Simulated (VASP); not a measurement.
**Rh: electric field gradients with PBEsol**

The system is Rh.

```
CELL_PARAMETERS angstrom
0.00000 1.95860 1.90155
1.95860 0.00000 1.90155
1.95860 1.95860 0.00000
ATOMIC_POSITIONS crystal
Rh 0.00000 0.00000 0.00000
```

This cell differs from its parent crystal: equal xx and yy strain of +3 %.

```
Program                : VASP 6.6.1
Task                   : electric field gradients
Functional             : PBEsol
Potentials or basis    : VASP PAW PBE potentials, release 64 (Rh_pv)
Cutoff                 : 520 eV
k mesh                 : 16 × 16 × 16
Occupations            : fermi-dirac, width 0.08 eV
Spin                   : no spin polarisation
Dipole correction      : no
Further INCAR settings : ALGO = Normal; EDIFF = 1e-08; NBANDS = 14
```

```
Pressure : -18.4 GPa
```

Stress tensor (GPa, compression positive):
```
-20.35   0.00   0.00
  0.00 -20.35   0.00
  0.00   0.00 -14.46
```

Levels at points of the mesh, in eV from the Fermi level:
| k point | band 4 | band 5 | band 6 | band 7 | band 8 | band 9 | band 10 | band 11 |
| --- | --- | --- | --- | --- | --- | --- | --- | --- |
| (0.00, 0.00, 0.00) | -7.61 | -2.91 | -2.91 | -2.62 | -1.07 | -0.72 | 15.98 | 20.55 |
| (0.50, 0.00, 0.00) | -5.68 | -3.03 | -2.71 | 0.45 | 0.60 | 0.73 | 8.01 | 15.43 |
| (0.50, 0.50, 0.00) | -5.80 | -5.47 | 0.50 | 0.91 | 0.91 | 3.53 | 12.04 | 12.54 |
| (0.50, 0.00, 0.50) | -5.79 | -5.44 | 0.51 | 0.77 | 1.01 | 2.92 | 11.23 | 12.94 |

Electric field gradients, principal values (V/Å²):
| atom | least | middle | greatest (by size) |
| --- | --- | --- | --- |
| 1 Rh | 1.469 | 1.473 | -2.942 |

Wall time 49 s on 1 thread of Intel(R) Xeon(R) Platinum 8259CL CPU @ 2.50GHz (Skylake/Cascade Lake) (shared host), peak memory 0.18 GiB.

Caveat: the cell differs from its parent crystal (equal xx and yy strain of +3 %); without QUAD_EFG the Cq values of the log hold for a quadrupole moment of 1 mb, not for the nuclei; the PAW data sets were made with another functional, which shifts forces and pressure a little.
